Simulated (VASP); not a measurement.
# AsPt (Fm-3m) in VASP: a series of runs, part 2 of 2

VASP 6.6.1.

## (4) Relaxation of cell and atoms, PBE

INCAR reads:

```
PREC = Accurate ; ENCUT = 600
EDIFF = 1E-6 ; ISMEAR = 0
SIGMA = 0.1 ; LREAL = F
LASPH = T ; NELM = 100
ALGO = Normal ; ISIF = 3
LWAVE = F ; LCHARG = F
GGA = PE ; IBRION = 2
NSW = 100 ; EDIFFG = -0.01
```

KPOINTS reads:

```
Automatic mesh
0
Gamma
  18 18 18
```

POSCAR reads:

```
AsPt
1.0
    0.0000000000      2.6344599170      2.6344599170
    2.6344599170      0.0000000000      2.6344599170
    2.6344599170      2.6344599170      0.0000000000
As Pt
1 1
Direct
    0.0000000000      0.0000000000      0.0000000000
    0.5000000000      0.5000000000      0.5000000000
```

Potentials or basis: VASP PAW PBE potentials, release 64 (As, Pt).

Started as:

```
cat potpaw_PBE.64/As/POTCAR potpaw_PBE.64/Pt/POTCAR > POTCAR
mpirun -np 1 vasp_std > vasp.out
```

OUTCAR:

```text
PREC = Accurate
   ENCUT = 600
   EDIFF = 1E-6
   ISMEAR = 0
   LREAL = F
   LASPH = T
   NELM = 100
   ISIF = 3
   GGA = PE
   IBRION = 2
   NSW = 100
   EDIFFG = -0.01

 ion  position               nearest neighbor table
   1  0.000  0.000  0.000-   2 2.63   2 2.63   2 2.63   2 2.63   2 2.63   2 2.63
   2  0.500  0.500  0.500-   1 2.63   1 2.63   1 2.63   1 2.63   1 2.63   1 2.63

  LATTYP: Found a face centered cubic cell.
 ALAT       =     5.2689198340

  Lattice vectors:

 A1 = (   0.0000000000,   2.6344599170,   2.6344599170)
 A2 = (   2.6344599170,   0.0000000000,   2.6344599170)
 A3 = (   2.6344599170,   2.6344599170,   0.0000000000)

Analysis of symmetry for initial positions (statically):
=====================================================================
 Subroutine PRICEL returns:
 Original cell was already a primitive cell.

 Routine SETGRP: Setting up the symmetry group for a
 face centered cubic supercell.

 Subroutine GETGRP returns: Found 48 space group operations
 (whereof 48 operations were pure point group operations)
 out of a pool of 48 trial point group operations.

The static configuration has the point symmetry O_h .

Analysis of symmetry for dynamics (positions and initial velocities):
=====================================================================
 Subroutine PRICEL returns:
 Original cell was already a primitive cell.
[... 168 lines left out ...]
  external PRESSURE =     -25.0388329 kB  Pullay stress =       0.0000000 kB
[... 59 lines left out ...]
--------------------------------------- Ionic step        3  -------------------------------------------

 number of electron      14.9999999 magnetization

 Free energy of the ion-electron system (eV)
  ---------------------------------------------------
  ext. energy  EPLUGINS =         0.00000000
  ---------------------------------------------------
  free energy    TOTEN  =       -11.02963035 eV

  energy without entropy =      -11.02460544  energy(sigma->0) =      -11.02711790

 E-fermi :   7.7809     XC(G=0): -11.5866

 val. band max:        7.7749408489   @ k =   0.4444   0.2778   0.1111
 cond. band min:       7.7815902911   @ k =   0.3889   0.2778   0.0000
 fundamental gap:      0.0066494422
 Fermi energy:         7.7809207088

 k-point     1 :       0.0000    0.0000    0.0000
  band No.  band energies     occupation
      1      -5.6948      2.00000
      2       4.4259      2.00000
      3       4.4259      2.00000
      4       4.4259      2.00000
      5       4.4945      2.00000
      6       4.4945      2.00000
      7       8.2770      0.00000
      8       8.2770      0.00000
      9       8.2770      0.00000
     10      11.4187      0.00000
     11      17.4078      0.00000
[... 309 lines left out ...]
 k-point    24 :      -0.2222    0.0556    0.0000
  band No.  band energies     occupation
      1      -4.8227      2.00000
      2       2.9502      2.00000
      3       3.3466      2.00000
      4       3.5854      2.00000
      5       4.8105      2.00000
      6       4.9473      2.00000
      7       6.3140      2.00000
      8       9.4360      0.00000
      9      10.5880      0.00000
     10      13.8970      0.00000
     11      16.3125      0.00000

 [... further k-points ...]
[... 5 lines left out ...]
  --------------------------------------------------------------------------------------
  -------------------------------------------------------------------------------------
  Total       -0.0005076     -0.0005076     -0.0005076      0.0000000      0.0000000      0.0000000
  in kB       -0.0226546     -0.0226546     -0.0226546      0.0000000      0.0000000      0.0000000
  external PRESSURE =      -0.0226546 kB  Pullay stress =       0.0000000 kB
[... 17 lines left out ...]
  FREE ENERGIE OF THE ION-ELECTRON SYSTEM (eV)
  ---------------------------------------------------
  free  energy   TOTEN  =       -11.0296303484 eV

  energy  without entropy=      -11.0246054420  energy(sigma->0) =      -11.02711790

 reached required accuracy - stopping structural energy minimisation
```

OSZICAR:

```text
N       E                     dE             d eps       ncg     rms          rms(c)
DAV:   1     0.669094489522E+02    0.66909E+02   -0.77151E+03  4290   0.135E+03
DAV:   2    -0.899197218721E+01   -0.75901E+02   -0.69475E+02  4917   0.225E+02
DAV:   3    -0.112955760559E+02   -0.23036E+01   -0.22503E+01  5087   0.372E+01
[... 24 lines left out ...]
DAV:   3    -0.110308986559E+02    0.59182E-02   -0.16379E-02  4383   0.131E+00    0.368E-01
DAV:   4    -0.110296664885E+02    0.12322E-02   -0.65655E-03  4572   0.518E-01    0.927E-02
DAV:   5    -0.110296425948E+02    0.23894E-04   -0.64181E-04  4377   0.189E-01    0.770E-02
DAV:   6    -0.110296304436E+02    0.12151E-04   -0.86519E-05  4776   0.792E-02    0.129E-02
DAV:   7    -0.110296303484E+02    0.95190E-07   -0.53081E-06  4689   0.162E-02
   3 F= -.11029630E+02 E0= -.11027118E+02  d E =-.537500E-02
```

CONTCAR:

```text
AsPt
   1.00000000000000
    -0.0000000000000000    2.6182826304738920    2.6182826304738920
     2.6182826304738920    0.0000000000000000    2.6182826304738920
     2.6182826304738920    2.6182826304738920    0.0000000000000000
  As              Pt
     1     1
Direct
     0.0000000000000000    0.0000000000000000    0.0000000000000000
     0.5000000000000000    0.5000000000000000    0.5000000000000000

  0.00000000E+00  0.00000000E+00  0.00000000E+00
  0.00000000E+00  0.00000000E+00  0.00000000E+00
```

Wall time 2.9 min (1 thread of Intel Xeon 6975P-C, shared host); peak memory 0.28 GiB.

Results:

- Free energy: -11.0296 eV
- Relaxed volume: 17.95 Å³/atom
- Relaxed cell: a = 3.703 Å, b = 3.703 Å, c = 3.703 Å, α = 60.00°, β = 60.00°, γ = 60.00°
- Space group after relaxing (to 0.05 Å): Fm-3m (No. 225)
- Energy gained by relaxing: 2.7 meV/atom
- Ionic steps: 3
- Pressure after relaxing: 0.0 GPa

The path:
```tsv
step	energy change (eV)	largest force (eV/Å)	pressure (GPa)	volume (Å³)
1	0.0000	0.0000	-2.50	36.57
2	0.0033	0.0000	3.49	35.08
3	-0.0054	0.0000	0.00	35.90
```

Final structure:
```yaml
crystal:
  lattice:
    - [0.00000, 2.61828, 2.61828]
    - [2.61828, 0.00000, 2.61828]
    - [2.61828, 2.61828, 0.00000]
  atoms:
    - { symbol: As, position: [0.00000, 0.00000, 0.00000] }
    - { symbol: Pt, position: [0.50000, 0.50000, 0.50000] }
```

Caveat: spin-orbit coupling is left out, which moves the levels of the heavy elements.

## (5) The runs side by side

| task | cell | k mesh | cutoff (eV) | gap on the mesh (eV) | pressure (GPa) |
| --- | --- | --- | --- | --- | --- |
| single point | a = 3.726 Å, angles 60.0°, 2 atoms | 6 × 6 × 6 | 520 | none | -3.0 |
| single point | a = 3.703 Å, angles 60.0°, 2 atoms | 18 × 18 × 18 | 520 | none | 0.0 |
| relaxation of cell and atoms | relaxed from a = 3.726 Å, angles 60.0°, 2 atoms | 18 × 18 × 18 | 600 | none | 0.0 |

Alike in all rows: level PBE; potentials or basis VASP PAW PBE potentials, release 64 (As, Pt); no spin polarisation; smearing gaussian 0.1 eV.

Caveats: spin-orbit coupling is left out, which moves the levels of the heavy elements.

Total energies depend on the potentials used, so only differences within one code and one set of settings carry meaning.
